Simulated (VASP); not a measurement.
Wanted: the native input for a VASP 6.6.1 run.

```
Task                   : single point
Functional             : PBE
Potentials or basis    : VASP PAW PBE potentials, release 64 (Mg, O)
Cutoff                 : 520 eV
k mesh                 : 12 × 12 × 8
Occupations            : gaussian, width 0.05 eV
Spin                   : no spin polarisation
Dipole correction      : no
Further INCAR settings : ALGO = Normal; EDIFF = 1e-06; NBANDS = 11
```

The structure of MgO lies in POSCAR:

```
MgO
1.0
    2.9377244759      0.0000000000      0.0000000000
   -1.4688622380      2.6586305066      0.0000000000
    0.0000000000      0.0000000000      2.6797873418
Mg O
1 1
Direct
    0.0000000000      0.0000000000      0.0000000000
    0.3333333333      0.6666666667      0.5000000000
```

This cell differs from its parent crystal: strain +0.0450 x Voigt [0, 1, 0, 0, 0, 0].

One way to write it, as run:

INCAR

```
SYSTEM = MgO
PREC     = Accurate       ! precision mode
ENCUT    = 520            ! plane-wave cutoff, eV
EDIFF    = 1E-6           ! SCF threshold, eV
ISMEAR   = 0              ! smearing method
SIGMA    = 0.05           ! smearing width, eV
LREAL    = .FALSE.        ! projectors in reciprocal space
LASPH    = .TRUE.         ! aspherical terms in the spheres
NELM     = 80             ! most SCF steps
ALGO     = Normal         ! electronic algorithm
ISIF     = 2              ! what is computed and relaxed
LWAVE    = .FALSE.        ! write WAVECAR
LCHARG   = .FALSE.        ! write CHGCAR
GGA      = PE             ! functional
NBANDS   = 11             ! bands
```

KPOINTS

```
regular mesh
0
G
  12 12 8
  0 0 0
```

Potentials or basis: VASP PAW PBE potentials, release 64 (Mg, O).

Launch:

```sh
$ cat potpaw_PBE.64/Mg/POTCAR potpaw_PBE.64/O/POTCAR > POTCAR
$ mpirun -np 1 vasp_std > vasp.out
```

Results of the run:

The pressure is -5.6 GPa. The largest force is 0.048 eV/Å and the band gap on the k mesh is 2.54 eV, indirect (least direct gap 2.89 eV).

Caveat: the cell differs from its parent crystal (strain +0.0450 x Voigt [0, 1, 0, 0, 0, 0]).

Run time: 19 s on 1 thread of Intel Xeon 6975P-C, with other jobs on the host, peak memory 0.17 GiB.
